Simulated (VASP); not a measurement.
# LiAl32 (a cell with a defect) in VASP: single point with PBE

Aim: the single point of LiAl32 (a cell with a defect) with PBE.

Program: VASP 6.6.1. These are calculated values, not measurements. Logs are shortened: lines on timing, memory, paths and dates and some standing lists are left out, and cuts for length are marked.

**1. The cell of the first run**

The cell holds a defect, 33 atoms: a = 8.100 Å, b = 8.100 Å, c = 8.100 Å, α = 90.00°, β = 90.00°, γ = 90.00°.

**2. Single point, PBE**

Input file INCAR:

```
ALGO = Normal ; EDIFF = 1E-6
ENCUT = 520 ; GGA = PE
ISIF = 2 ; ISMEAR = 0
LASPH = True ; LCHARG = False
LREAL = Auto ; LWAVE = False
NBANDS = 72 ; NELM = 100
PREC = Accurate ; SIGMA = 0.1
```

Input file KPOINTS:

```
k-points
0
Gamma
  3 3 3
```

Input file POSCAR:

```
LiAl32
1.0
    8.1000000000      0.0000000000      0.0000000000
    0.0000000000      8.1000000000      0.0000000000
    0.0000000000      0.0000000000      8.1000000000
Al Li
32 1
Direct
    0.5034488889     -0.0130719753     -0.0062886420
    0.7637577778      0.2465320988     -0.0063650617
    0.7464644444      0.0028267901      0.2528595062
    0.0029890123     -0.0059432099     -0.0013845679
    0.2428806173      0.2465059259     -0.0064517284
    0.5034566667      0.5074459259     -0.0066119753
    0.7566787654      0.7486116049     -0.0014465432
    0.2597028395      0.0017040741      0.2517290123
    0.5025855556      0.2505237037      0.1966508642
    0.7513977778      0.4935318519      0.2481490123
    0.5025832099     -0.0537211111      0.5004214815
    0.7944807407      0.2502703704      0.5001664198
    0.7512729630     -0.0017504938      0.7434254321
    0.0030319753      0.5007334568     -0.0016164198
    0.2498243210      0.7485744444     -0.0014837037
    0.0040911111      0.2465785185      0.2374167901
    0.2549053086      0.4944896296      0.2473183951
    0.5034512346      0.7436179012      0.2368716049
    0.0040906173     -0.0125590123      0.4965801235
    0.2169561728      0.2499706173      0.4998744444
    0.5028328395      0.5255606173      0.4992696296
    0.7637906173      0.7435424691      0.4965309877
    0.2550261728     -0.0025885185      0.7443883951
    0.5028277778      0.2493741975      0.7758266667
    0.7548587654      0.4973704938      0.7473888889
    0.0029874074      0.7486758025      0.2440285185
    0.0041659259      0.5069743210      0.4964386420
    0.2428488889      0.7434534568      0.4965107407
    0.0041651852      0.2464366667      0.7569706173
    0.2516208642      0.4980038272      0.7480202469
    0.5034535802      0.7432949383      0.7574741975
    0.0030307407      0.7484432099      0.7507158025
    0.5066734568      0.2315108642      0.4819558025
```

Potentials or basis: VASP PAW PBE potentials, release 64 (Al, Li_sv).

On the command line:

```
cat potpaw_PBE.64/Al/POTCAR potpaw_PBE.64/Li_sv/POTCAR > POTCAR
mpirun -np 1 vasp_std > vasp.out
```

OUTCAR:

```text
EDIFF = 1E-6
   ENCUT = 520
   GGA = PE
   ISIF = 2
   ISMEAR = 0
   LASPH = True
   LREAL = Auto
   NELM = 100
   PREC = Accurate

 ion  position               nearest neighbor table
   1  0.503  0.987  0.994-   9 2.69  31 2.75  24 2.76  18 2.79   7 2.82  15 2.82  23 2.85  13 2.85
                             8 2.88   3 2.88   2 2.98   5 2.98
   2  0.764  0.247  0.994-   9 2.68  29 2.73  24 2.75  16 2.77   4 2.82  14 2.83  25 2.85  13 2.86
                            10 2.87   3 2.89   1 2.98   6 2.99
   3  0.746  0.003  0.253-  11 2.85   9 2.85  12 2.86  19 2.88  16 2.88   1 2.88  18 2.88   2 2.89
                            22 2.89   7 2.91  26 2.93   4 2.93
   4  0.003  0.994  0.999-  26 2.81  16 2.82   7 2.82   2 2.82  15 2.82   5 2.82  32 2.83  29 2.83
                            23 2.90  13 2.90   8 2.92   3 2.93
   5  0.243  0.247  0.994-   9 2.67  29 2.72  24 2.75  16 2.76   4 2.82  14 2.83  30 2.85  23 2.86
                            17 2.88   8 2.89   1 2.98   6 2.99
   6  0.503  0.507  0.993-   9 2.65  31 2.70  24 2.73  18 2.75   7 2.83  15 2.83  30 2.85  25 2.85
                            17 2.88  10 2.88   2 2.99   5 2.99
   7  0.757  0.749  0.999-   4 2.82  26 2.82   1 2.82  18 2.82  32 2.83  14 2.83  31 2.83   6 2.83
                            25 2.88  10 2.89  13 2.89   3 2.91
   8  0.260  0.002  0.252-  11 2.85   9 2.85  20 2.86  19 2.87  16 2.87   1 2.88  18 2.88   5 2.89
                            28 2.89  15 2.90  26 2.92   4 2.92
   9  0.503  0.251  0.197-  33 2.32   6 2.65   5 2.67   2 2.68   1 2.69  17 2.85  10 2.85   8 2.85
[... 9 lines left out ...]
  14  0.003  0.501  0.998-  16 2.83  26 2.83   2 2.83   7 2.83   5 2.83  15 2.83  32 2.84  29 2.84
                            30 2.86  25 2.86  17 2.87  10 2.87
  15  0.250  0.749  0.999-   1 2.82  18 2.82   4 2.82  26 2.82  32 2.83  14 2.83  31 2.83   6 2.83
                            30 2.87  17 2.88  23 2.88   8 2.90
  16  0.004  0.247  0.237-  12 2.72  20 2.74   5 2.76   2 2.77   4 2.82  14 2.83  17 2.86  10 2.86
                             8 2.87   3 2.88  19 2.97  27 2.98
  17  0.255  0.494  0.247-   9 2.85  18 2.85  28 2.85  16 2.86  20 2.86  27 2.86  14 2.87  21 2.87
                             5 2.88   6 2.88  15 2.88  26 2.90
  18  0.503  0.744  0.237-  11 2.69   6 2.75  21 2.76   1 2.79   7 2.82  15 2.82  17 2.85  10 2.85
                             8 2.88   3 2.88  22 2.98  28 2.98
  19  0.004  0.987  0.497-  12 2.72  20 2.74  28 2.77  22 2.77  26 2.82  32 2.83  23 2.86  13 2.86
                             8 2.87   3 2.88  16 2.97  29 2.97
  20  0.217  0.250  0.500-  33 2.36  27 2.70  29 2.70  16 2.74  19 2.74  30 2.86  17 2.86  23 2.86
                             8 2.86  21 3.22  24 3.22
  21  0.503  0.526  0.499-  33 2.39  31 2.74  28 2.75  22 2.75  18 2.76  30 2.87  10 2.87  25 2.87
                            17 2.87  24 3.17  20 3.22  12 3.25   9 3.31
  22  0.764  0.744  0.497-  11 2.68  27 2.73  21 2.75  19 2.77  26 2.82  32 2.83  25 2.85  10 2.86
                            13 2.88   3 2.89  18 2.98  31 2.99
  23  0.255  0.997  0.744-  11 2.85   1 2.85   5 2.86  19 2.86  20 2.86  29 2.86  32 2.87  24 2.87
                            28 2.88  31 2.88  15 2.88   4 2.90
  24  0.503  0.249  0.776-  33 2.38   6 2.73   5 2.75   2 2.75   1 2.76  30 2.87  25 2.87  13 2.87
                            23 2.87  21 3.17  20 3.22  12 3.25  11 3.32
  25  0.755  0.497  0.747-  22 2.85   2 2.85  12 2.85  31 2.85   6 2.85  14 2.86  32 2.86  29 2.87
                            27 2.87  24 2.87  21 2.87   7 2.88
  26  0.003  0.749  0.244-   4 2.81  19 2.82   7 2.82  22 2.82  15 2.82  28 2.82  14 2.83  27 2.83
                            17 2.90  10 2.90   8 2.92   3 2.93
  27  0.004  0.507  0.496-  12 2.68  20 2.70  28 2.72  22 2.73  26 2.83  32 2.84  30 2.86  17 2.86
                            25 2.87  10 2.87  16 2.98  29 2.98
  28  0.243  0.743  0.497-  11 2.67  27 2.72  21 2.75  19 2.77  26 2.82  32 2.83  30 2.85  17 2.85
                            23 2.88   8 2.89  18 2.98  31 2.99
  29  0.004  0.246  0.757-  12 2.69  20 2.70   5 2.72   2 2.73   4 2.83  14 2.84  30 2.86  23 2.86
                            25 2.87  13 2.87  19 2.97  27 2.98
  30  0.252  0.498  0.748-  28 2.85   5 2.85  31 2.85   6 2.85  20 2.86  14 2.86  32 2.86  29 2.86
                            27 2.86  15 2.87  24 2.87  21 2.87
  31  0.503  0.743  0.757-  11 2.65   6 2.70  21 2.74   1 2.75   7 2.83  15 2.83  30 2.85  25 2.85
                            23 2.88  13 2.88  22 2.99  28 2.99
  32  0.003  0.748  0.751-  19 2.83   4 2.83  22 2.83   7 2.83  28 2.83  15 2.83  14 2.84  27 2.84
                            30 2.86  25 2.86  23 2.87  13 2.87
  33  0.507  0.232  0.482-  11 2.32   9 2.32  12 2.34  20 2.36  24 2.38  21 2.39

  LATTYP: Found a simple cubic cell.
 ALAT       =     8.1000000000

  Lattice vectors:

 A1 = (   8.1000000000,   0.0000000000,   0.0000000000)
 A2 = (   0.0000000000,   8.1000000000,   0.0000000000)
 A3 = (   0.0000000000,   0.0000000000,   8.1000000000)

Analysis of symmetry for initial positions (statically):
=====================================================================
 Subroutine PRICEL returns:
 Original cell was already a primitive cell.

 Routine SETGRP: Setting up the symmetry group for a
 simple cubic supercell.

 Subroutine GETGRP returns: Found  1 space group operations
 (whereof  1 operations were pure point group operations)
 out of a pool of 48 trial point group operations.

The static configuration has the point symmetry C_1 .

[... 136 lines left out ...]
  0.000000  0.333333  0.333333      2.000000
  0.333333  0.000000  0.333333      2.000000
 -0.333333  0.333333  0.000000      2.000000
 -0.333333  0.000000  0.333333      2.000000
  0.000000 -0.333333  0.333333      2.000000
  0.333333  0.333333  0.333333      2.000000
 -0.333333  0.333333  0.333333      2.000000
 -0.333333 -0.333333  0.333333      2.000000
  0.333333 -0.333333  0.333333      2.000000
   k-points           NKPTS =     14   k-points in BZ     NKDIM =     14   number of bands    NBANDS=     72
   number of dos      NEDOS =    301   number of ions     NIONS =     33
   total plane-waves  NPLWV = 216000
   dimension x,y,z NGX =    60 NGY =   60 NGZ =   60
   dimension x,y,z NGXF=   120 NGYF=  120 NGZF=  120
   ions per type =              32   1
   NGX,Y,Z   is equivalent  to a cutoff of  12.31, 12.31, 12.31 a.u.
   NGXF,Y,Z  is equivalent  to a cutoff of  24.63, 24.63, 24.63 a.u.
 SYSTEM =  unknown system
   PREC   = accura    normal or accurate (medium, high low for compatibility)
   ISTART =      0    job   : 0-new  1-cont  2-samecut
   ICHARG =      2    charge: 1-file 2-atom 10-const
   ISPIN  =      1    spin polarized calculation?
   LNONCOLLINEAR =      F non collinear calculations
   LSORBIT =      F    spin-orbit coupling
   LASPH  =      T    aspherical Exc in radial PAW
   ENCUT  =  520.0 eV  38.22 Ry    6.18 a.u.  15.06 15.06 15.06*2*pi/ulx,y,z
   NELM   =    100;   NELMIN=  2; NELMDL= -5     # of ELM steps
   EDIFF  = 0.1E-05   stopping-criterion for ELM
   LREAL  =      T    real-space projection
   EDIFFG = 0.1E-04   stopping-criterion for IOM
   NSW    =      0    number of steps for IOM
   IBRION =     -1    ionic relax: 0-MD 1-quasi-New 2-CG
   NFREE  =      0    steps in history (QN), initial steepest desc. (CG)
   ISIF   =      2    stress and relaxation
   ISYM   =      2    0-nonsym 1-usesym 2-fastsym
   POTIM  = 0.5000    time-step for ionic-motion
   TEBEG  =    0.0;   TEEND  =   0.0 temperature during run
   PSTRESS=    0.0 pullay stress
   NELECT =      99.0000    total number of electrons
   NUPDOWN=      -1.0000    fix difference up-down
   EMIN   =  10.00;   EMAX   =-10.00  energy-range for DOS
   EFERMI =   0.00;   METHOD = LEGACY
   ISMEAR =     0;   SIGMA  =   0.10  broadening in eV -4-tet -1-fermi 0-gaus
   EFERMI_NEDOS =   21; number of points for ismear=-14 and -15
   IALGO  =     38    algorithm
   IMIX   =      4    mixing-type and parameters
     AMIX     =   0.40;   BMIX     =  1.00
     AMIX_MAG =   1.60;   BMIX_MAG =  1.00
  volume/ion in A,a.u.               =      16.10       108.68
  Fermi-wavevector in a.u.,A,eV,Ry     =   0.934978  1.766853 11.894002  0.874184
  Thomas-Fermi vector in A             =   2.061839
   LORBIT       =      0    0 simple, 1 ext, 2 COOP (PROOUT), +10 PAW based schemes
   GGA     = PE    functional components
   LHFCALC =     F    Hartree Fock is set to
   AEXX    =    0.0000 exact exchange contribution
   IVDW    =     0    specifies the selected vdW correction
   LEPSILON=     F    determine dielectric tensor
   LRPA    =     F    only Hartree local field effects (RPA)
 non-spin polarized calculation
 Gauss-broadening in eV      SIGMA  =   0.10
  energy-cutoff  :      520.00
  volume of cell :      531.44
 maximum number of plane-waves:     14358
   NGX = 31   NGY = 31   NGZ = 31

 number of electron      99.0000000 magnetization

 Free energy of the ion-electron system (eV)
  ---------------------------------------------------
  ext. energy  EPLUGINS =         0.00000000
  ---------------------------------------------------
  free energy    TOTEN  =      -120.50987414 eV

  energy without entropy =     -120.46042556  energy(sigma->0) =     -120.48514985

 E-fermi :   7.9321     XC(G=0): -10.2152

 val. band max:        7.9293437928   @ k =   0.0000   0.3333   0.0000
 cond. band min:       7.9657130290   @ k =   0.0000   0.3333   0.0000
 fundamental gap:      0.0363692362
 Fermi energy:         7.9321287971

 k-point     1 :       0.0000    0.0000    0.0000
  band No.  band energies     occupation
      1     -37.9554      2.00000
      2      -3.1318      2.00000
      3      -1.1207      2.00000
      4      -1.1183      2.00000
      5      -0.8472      2.00000
      6      -0.8466      2.00000
[... 885 lines left out ...]
     60       9.6994      0.00000
     61       9.8337      0.00000
 [bands above 61 left out]

------------------------ aborting loop because EDIFF is reached ----------------------------------------

  FORCE on cell =-STRESS in cart. coord.  units (eV):
  Direction    XX          YY          ZZ          XY          YZ          ZX
  --------------------------------------------------------------------------------------
  -------------------------------------------------------------------------------------
  Total        9.5741689      9.4987241      9.5048326      0.0640762     -0.2557967      0.0636262
  in kB       28.8640061     28.6365568     28.6549725      0.1931755     -0.7711707      0.1918188
  external PRESSURE =      28.7185118 kB  Pullay stress =       0.0000000 kB

 VOLUME and BASIS-vectors are now :
 -----------------------------------------------------------------------------
  energy-cutoff  :      520.00
  volume of cell :      531.44
      direct lattice vectors                 reciprocal lattice vectors
     8.100000000  0.000000000  0.000000000     0.123456790  0.000000000  0.000000000
     0.000000000  8.100000000  0.000000000     0.000000000  0.123456790  0.000000000
     0.000000000  0.000000000  8.100000000     0.000000000  0.000000000  0.123456790

 POSITION                                       TOTAL-FORCE (eV/Angst)
 -----------------------------------------------------------------------------------
      4.07794      7.99412      8.04906        -0.001926     -0.003918      0.002362
      6.18644      1.99691      8.04844         0.002299      0.001343      0.000739
      6.04636      0.02290      2.04816         0.000384     -0.000698     -0.000909
      0.02421      8.05186      8.08879         0.000455      0.001007      0.002107
      1.96733      1.99670      8.04774        -0.000474      0.003160      0.000669
      4.07800      4.11031      8.04644        -0.003125     -0.000298     -0.000689
[... 25 lines left out ...]
      0.02455      6.06239      6.08080         0.004147     -0.002516      0.001480
      4.10406      1.87524      3.90384        -0.003084     -0.004403      0.000522
 -----------------------------------------------------------------------------------
    total drift:                               -0.007701     -0.002820      0.005554

  FREE ENERGIE OF THE ION-ELECTRON SYSTEM (eV)
  ---------------------------------------------------
  free  energy   TOTEN  =      -120.5098741441 eV

  energy  without entropy=     -120.4604255596  energy(sigma->0) =     -120.48514985
```

Run time: 13 min. Hardware: 1 thread of Intel Xeon Platinum 8259CL at 2.50GHz (Skylake/Cascade Lake), shared host; peak memory 0.65 GiB.

What came out:

| Property | Result |
| --- | --- |
| Free energy | -120.5099 eV |
| Largest force | 0.010 eV/Å |
| Band gap on the k mesh | zero (an odd number of electrons rules out a gap without spin polarisation) |

Forces in eV/Å, atoms in the order of the input:
```
Al  -0.002 -0.004  0.002
Al   0.002  0.001  0.001
Al   0.000 -0.001 -0.001
Al   0.000  0.001  0.002
Al   0.000  0.003  0.001
Al  -0.003  0.000 -0.001
Al   0.001  0.000  0.000
Al   0.000  0.000  0.000
Al   0.004  0.000 -0.009
Al  -0.001  0.000 -0.001
Al   0.004 -0.008  0.001
Al   0.010 -0.002 -0.001
Al  -0.001 -0.001  0.000
Al   0.004  0.003 -0.003
Al  -0.001 -0.005 -0.005
Al  -0.001  0.001 -0.001
Al   0.000  0.002  0.003
Al  -0.002  0.003 -0.004
Al  -0.001 -0.001  0.001
Al  -0.010  0.000  0.000
Al  -0.001  0.009  0.000
Al   0.003  0.000  0.002
Al   0.000  0.004  0.001
Al   0.001  0.000  0.010
Al  -0.003  0.001  0.000
Al   0.000  0.002  0.001
Al  -0.003 -0.001  0.003
Al  -0.001  0.000  0.003
Al  -0.003  0.004 -0.001
Al   0.004 -0.005 -0.005
Al  -0.003  0.000  0.000
Al   0.004 -0.003  0.001
Li  -0.003 -0.004  0.001
```

Levels at points of the mesh, in eV from the Fermi level:
```
           k point  band 47  band 48  band 49  band 50  band 51  band 52
(0.00, 0.00, 0.00)    -0.11    -0.11     0.32     0.32     0.32     0.76
```

Caveat: the cutoff is under 1.25 times the usual one of these potentials, so pressure, stress and relaxed cells hold a basis-set (Pulay) error.

The gap in the log of VASP goes by the Fermi energy; the results here count the filled bands.